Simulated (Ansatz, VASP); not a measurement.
TiSi2 in VASP and in Ansatz

INCAR

```
PREC     = Accurate       # precision mode
ENCUT    = 520            # plane-wave cutoff, eV
EDIFF    = 1E-6           # SCF threshold, eV
ISMEAR   = 0              # smearing method
SIGMA    = 0.15           # smearing width, eV
LREAL    = False          # projectors in reciprocal space
LASPH    = True           # aspherical terms in the spheres
NELM     = 100            # most SCF steps
ALGO     = Normal         # electronic algorithm
ISIF     = 2              # what is computed and relaxed
LWAVE    = False          # write WAVECAR
LCHARG   = True           # write CHGCAR
LELF     = True           # ELF
LVHAR    = True         
NBANDS   = 17             # bands
```

File KPOINTS:

```
Automatic mesh
0
Gamma
  18 18 18
```

The input POSCAR:

```
TiSi2
1.0
   -1.4540925019      1.6852182440      4.1375118505
    1.4540925019     -1.6852182440      4.1375118505
    1.4540925019      1.6852182440     -4.1375118505
Ti Si
1 2
Direct
    0.0000000000      0.0000000000      0.0000000000
    0.3128021428      0.3128021428      0.0000000000
    0.6871978572      0.6871978572      0.0000000000
```

Input for Ansatz:

```yaml
crystal:
  lattice:
    - [-1.4540925019, 1.685218244, 4.1375118505]
    - [1.4540925019, -1.685218244, 4.1375118505]
    - [1.4540925019, 1.685218244, -4.1375118505]
  atoms:
    - { symbol: Ti, position: [0.0, 0.0, 0.0] }
    - { symbol: Si, position: [0.3128021428, 0.3128021428, 0.0] }
    - { symbol: Si, position: [0.6871978572, 0.6871978572, 0.0] }
basis:
  ecutwfc: 520.0
kpoints:
  mp_grid: { grid: [18, 18, 18] }
hamiltonian:
  xc: lda
  pseudopotentials: { kind: paw, azcp: { folder: soft_1 } }
scf:
  occupations: { method: gaussian, width: 0.15 }
output:
  forces: true
  stress: true
  eigenvalues: true
```

Alike in both runs: task single point; functional LDA; k mesh 18 × 18 × 18; occupations gaussian, width 0.15 eV; no spin polarisation.

```csv
,VASP,Ansatz
version,VASP 6.6.1,Ansatz 0.2.0
potentials or method,"VASP PAW LDA potentials, release 64 (Ti_sv, Si), cutoff 520 eV","scalar-relativistic, plane waves, PAW"
valence electrons in the cell,20,20
```

|  | VASP | Ansatz | Ansatz less VASP |
| --- | --- | --- | --- |
| gap on the k mesh at the Fermi level (eV) | none | none | - |
| pressure (GPa) | 2.0 | 1.8 | -0.17 |
| traceless stress, the component that is largest in VASP (GPa) | -3.62 | -3.63 | -0.007 |
| rms of the force components (eV/Å) | 0.708 | 0.708 | +0.0004 |

Ansatz warns that its potentials were made for another functional, while VASP's fit it. LDA's correlation is that of Perdew and Zunger in VASP and of Perdew and Wang (1992) in Ansatz. Atom by atom the forces differ by 0.000 eV/Å (rms over components). A gap of «none» marks a metal or a gap that the smearing closes.
